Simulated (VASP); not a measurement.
# ScSbSe3 (P6/mmm) in VASP: a series of runs, part 2 of 2

VASP 6.6.1. The steps go on from the part before.

## (4) Single point, PBE

This run uses another cell than the first one, of 31.29 Å³/atom.

Input file INCAR:

```
PREC = Accurate
ENCUT = 520
EDIFF = 1E-6
ISMEAR = 0
SIGMA = 0.1
LREAL = F
LASPH = T
NELM = 80
ALGO = Fast
ISIF = 2
LWAVE = F
LCHARG = F
GGA = PE
NBANDS = 25
```

Input file KPOINTS:

```
Automatic mesh
0
Gamma
  6 6 4
```

Input file POSCAR:

```
ScSbSe3
1.0
    5.6296188267      0.0000000000      0.0000000000
   -2.8148094134      4.8753929175      0.0000000000
    0.0000000000      0.0000000000      5.7008804780
Sc Sb Se
1 1 3
Direct
    0.0000000000      0.0000000000      0.5000000000
    0.0000000000      0.0000000000      0.0000000000
    0.5000000000      0.0000000000      0.5000000000
    0.0000000000      0.5000000000      0.5000000000
    0.5000000000      0.5000000000      0.5000000000
```

Potentials or basis: VASP PAW PBE potentials, release 64 (Sc_sv, Sb, Se).

The run is started by

```bash
> cat potpaw_PBE.64/Sc_sv/POTCAR potpaw_PBE.64/Sb/POTCAR potpaw_PBE.64/Se/POTCAR > POTCAR
> mpirun -np 1 vasp_std > vasp.out
```

OUTCAR:

```text
PREC = Accurate
   ENCUT = 520
   EDIFF = 1E-6
   ISMEAR = 0
   LREAL = F
   LASPH = T
   NELM = 80
   ISIF = 2
   GGA = PE

 ion  position               nearest neighbor table
   1  0.000  0.000  0.500-   5 2.81   5 2.81   4 2.81   4 2.81   3 2.81   3 2.81   2 2.85   2 2.85

   2  0.000  0.000  0.000-   1 2.85   1 2.85
   3  0.500  0.000  0.500-   1 2.81   1 2.81
   4  0.000  0.500  0.500-   1 2.81   1 2.81
   5  0.500  0.500  0.500-   1 2.81   1 2.81

  LATTYP: Found a hexagonal cell.
 ALAT       =     5.6296188267
 C/A-ratio  =     1.0126583439

  Lattice vectors:

 A1 = (   5.6296188267,   0.0000000000,   0.0000000000)
 A2 = (  -2.8148094134,   4.8753929175,   0.0000000000)
 A3 = (   0.0000000000,   0.0000000000,   5.7008804780)

Analysis of symmetry for initial positions (statically):
=====================================================================
 Subroutine PRICEL returns:
 Original cell was already a primitive cell.

 Routine SETGRP: Setting up the symmetry group for a
 hexagonal supercell.

 Subroutine GETGRP returns: Found 24 space group operations
 (whereof 24 operations were pure point group operations)
 out of a pool of 24 trial point group operations.

The static configuration has the point symmetry D_6h.

Analysis of symmetry for dynamics (positions and initial velocities):
=====================================================================
 Subroutine PRICEL returns:
 Original cell was already a primitive cell.

 Routine SETGRP: Setting up the symmetry group for a
 hexagonal supercell.
[... 119 lines left out ...]
   NUPDOWN=      -1.0000    fix difference up-down
   EMIN   =  10.00;   EMAX   =-10.00  energy-range for DOS
   EFERMI =   0.00;   METHOD = LEGACY
   ISMEAR =     0;   SIGMA  =   0.10  broadening in eV -4-tet -1-fermi 0-gaus
   EFERMI_NEDOS =   21; number of points for ismear=-14 and -15
   IALGO  =     68    algorithm
   IMIX   =      4    mixing-type and parameters
     AMIX     =   0.40;   BMIX     =  1.00
     AMIX_MAG =   1.60;   BMIX_MAG =  1.00
  volume/ion in A,a.u.               =      31.29       211.18
  Fermi-wavevector in a.u.,A,eV,Ry     =   0.984217  1.859901 13.179739  0.968684
  Thomas-Fermi vector in A             =   2.115433
   LORBIT       =      0    0 simple, 1 ext, 2 COOP (PROOUT), +10 PAW based schemes
   GGA     = PE    functional components
   LHFCALC =     F    Hartree Fock is set to
   AEXX    =    0.0000 exact exchange contribution
   IVDW    =     0    specifies the selected vdW correction
   LEPSILON=     F    determine dielectric tensor
   LRPA    =     F    only Hartree local field effects (RPA)
 non-spin polarized calculation
 RMM-DIIS sequential band-by-band and
 Gauss-broadening in eV      SIGMA  =   0.10
  energy-cutoff  :      520.00
  volume of cell :      156.47
 maximum number of plane-waves:      4246
 NGX is ok and might be reduce to    42
   NGX = 21   NGY = 21   NGZ = 21

 number of electron      33.9999999 magnetization

 Free energy of the ion-electron system (eV)
  ---------------------------------------------------
  ext. energy  EPLUGINS =         0.00000000
  ---------------------------------------------------
  free energy    TOTEN  =       -21.29244131 eV

  energy without entropy =      -21.24453520  energy(sigma->0) =      -21.26848825

 E-fermi :   2.5971     XC(G=0):  -8.3542

 val. band max:        2.5909546337   @ k =   0.1667   0.1667   0.5000
 cond. band min:       2.6180219808   @ k =   0.3333   0.1667   0.2500
 fundamental gap:      0.0270673471
 Fermi energy:         2.5970960012

 k-point     1 :       0.0000    0.0000    0.0000
  band No.  band energies     occupation
      1     -47.1509      2.00000
      2     -25.8244      2.00000
      3     -25.8244      2.00000
      4     -25.7506      2.00000
      5     -12.2846      2.00000
      6      -9.1598      2.00000
[... 577 lines left out ...]
     24       5.8814      0.00000
     25       7.5852      0.00000

------------------------ aborting loop because EDIFF is reached ----------------------------------------

  FORCE on cell =-STRESS in cart. coord.  units (eV):
  Direction    XX          YY          ZZ          XY          YZ          ZX
  --------------------------------------------------------------------------------------
  -------------------------------------------------------------------------------------
  Total        0.3109527      0.3109527      0.0697353     -0.0000000      0.0000000      0.0000000
  in kB        3.1840095      3.1840095      0.7140564     -0.0000000      0.0000000      0.0000000
  external PRESSURE =       2.3606918 kB  Pullay stress =       0.0000000 kB

 VOLUME and BASIS-vectors are now :
 -----------------------------------------------------------------------------
  energy-cutoff  :      520.00
  volume of cell :      156.47
      direct lattice vectors                 reciprocal lattice vectors
     5.629618827  0.000000000  0.000000000     0.177631920  0.102555837  0.000000000
    -2.814809413  4.875392918  0.000000000     0.000000000  0.205111673  0.000000000
     0.000000000  0.000000000  5.700880478     0.000000000  0.000000000  0.175411501

 POSITION                                       TOTAL-FORCE (eV/Angst)
 -----------------------------------------------------------------------------------
      0.00000      0.00000      2.85044        -0.000000      0.000000      0.000000
      0.00000      0.00000      0.00000        -0.000000      0.000000      0.000000
      2.81481      0.00000      2.85044        -0.000000      0.000000      0.000000
     -1.40740      2.43770      2.85044        -0.000000      0.000000      0.000000
      1.40740      2.43770      2.85044         0.000000      0.000000      0.000000
 -----------------------------------------------------------------------------------
    total drift:                                0.000000     -0.000000      0.000000

  FREE ENERGIE OF THE ION-ELECTRON SYSTEM (eV)
  ---------------------------------------------------
  free  energy   TOTEN  =       -21.2924413050 eV

  energy  without entropy=      -21.2445351952  energy(sigma->0) =      -21.26848825
```

OSZICAR:

```text
N       E                     dE             d eps       ncg     rms          rms(c)
DAV:   1     0.314593352900E+03    0.31459E+03   -0.13922E+04  1066   0.115E+03
DAV:   2     0.140052746168E+02   -0.30059E+03   -0.28931E+03  1066   0.326E+02
DAV:   3    -0.204074665328E+02   -0.34413E+02   -0.32716E+02  1515   0.102E+02
DAV:   4    -0.225455652803E+02   -0.21381E+01   -0.20881E+01  1380   0.284E+01
DAV:   5    -0.226243132057E+02   -0.78748E-01   -0.78519E-01  1524   0.554E+00    0.951E+00
RMM:   6    -0.213894061124E+02    0.12349E+01   -0.28476E+00  1243   0.134E+01    0.390E+00
RMM:   7    -0.213368127678E+02    0.52593E-01   -0.11075E+00  1434   0.475E+00    0.244E+00
RMM:   8    -0.212946185330E+02    0.42194E-01   -0.12947E-01  1460   0.238E+00    0.148E+00
RMM:   9    -0.212958757731E+02   -0.12572E-02   -0.70417E-02  1434   0.156E+00    0.490E-01
RMM:  10    -0.212943489023E+02    0.15269E-02   -0.39459E-02  1474   0.135E+00    0.295E-01
RMM:  11    -0.212920898378E+02    0.22591E-02   -0.52926E-03  1350   0.796E-01    0.107E-01
RMM:  12    -0.212925217844E+02   -0.43195E-03   -0.20916E-03  1530   0.303E-01    0.730E-02
RMM:  13    -0.212924120870E+02    0.10970E-03   -0.71191E-04  1500   0.179E-01    0.125E-02
RMM:  14    -0.212924356153E+02   -0.23528E-04   -0.13917E-04  1528   0.633E-02    0.996E-03
RMM:  15    -0.212924400387E+02   -0.44234E-05   -0.29323E-05  1340   0.336E-02    0.565E-03
RMM:  16    -0.212924411451E+02   -0.11064E-05   -0.11163E-05  1107   0.184E-02    0.339E-03
RMM:  17    -0.212924413050E+02   -0.15991E-06   -0.40028E-06   981   0.143E-02
   1 F= -.21292441E+02 E0= -.21268488E+02  d E =-.479061E-01
```

stdout:

```text
POSCAR found type information on POSCAR ScSbSe
 POSCAR found :  3 types and       5 ions
 scaLAPACK will be used
 LDA part: xc-table for (Slater+PW92), standard interpolation
 POSCAR, INCAR and KPOINTS ok, starting setup
 FFT: planning ... GRIDC
 FFT: planning ... GRID_SOFT
 FFT: planning ... GRID
 WAVECAR not read
 entering main loop
```

Wall time 3.2 min (1 thread of Oxide Virtual Turin-like, shared host); peak memory 0.28 GiB.

What came out:

* Free energy: -21.2924 eV
* Pressure: 0.2 GPa
* Band gap on the k mesh: zero (bands 17 and 18 overlap by 0.64 eV)

Levels at points of the mesh, in eV from the Fermi level:
```tsv
k point	band 13	band 14	band 15	band 16	band 17	band 18	band 19	band 20	band 21	band 22
(0.00, 0.00, 0.00)	-0.69	-0.69	0.08	0.29	0.29	1.09	1.09	1.41	1.90	1.93
(0.50, 0.00, 0.00)	-2.53	-2.50	-1.78	-1.13	-0.66	-0.26	0.21	1.92	1.99	2.25
(0.00, 0.00, 0.50)	-2.32	-0.83	-0.83	-0.83	-0.83	1.41	1.90	1.90	2.00	2.67
(0.50, 0.00, 0.50)	-2.44	-2.01	-1.90	-1.78	-1.77	0.51	0.60	2.01	2.29	2.54
```

Caveat: spin-orbit coupling is left out, which moves the levels of the heavy elements.

## (5) The runs side by side

```tsv
cell	k mesh	gap on the mesh (eV)	pressure (GPa)
a = 6.000, b = 6.000, c = 4.931 Å, angles 90.0, 90.0, 120.0°, 5 atoms	3 × 3 × 4	none	1.6
a = 5.661, b = 5.661, c = 5.706 Å, angles 90.0, 90.0, 120.0°, 5 atoms	3 × 3 × 4	none	-0.1
a = 5.630, b = 5.630, c = 5.701 Å, angles 90.0, 90.0, 120.0°, 5 atoms	6 × 6 × 4	none	0.2
```

Alike in all rows: task single point; level PBE; potentials or basis VASP PAW PBE potentials, release 64 (Sc_sv, Sb, Se); no spin polarisation; cutoff (eV) 520; smearing gaussian 0.1 eV.

Caveats: some runs use coarse meshes; spin-orbit coupling is left out, which moves the levels of the heavy elements.

Absolute energies hang on the potentials; compare differences alone.

The gap in the log of VASP goes by the Fermi energy; the results here count the filled bands.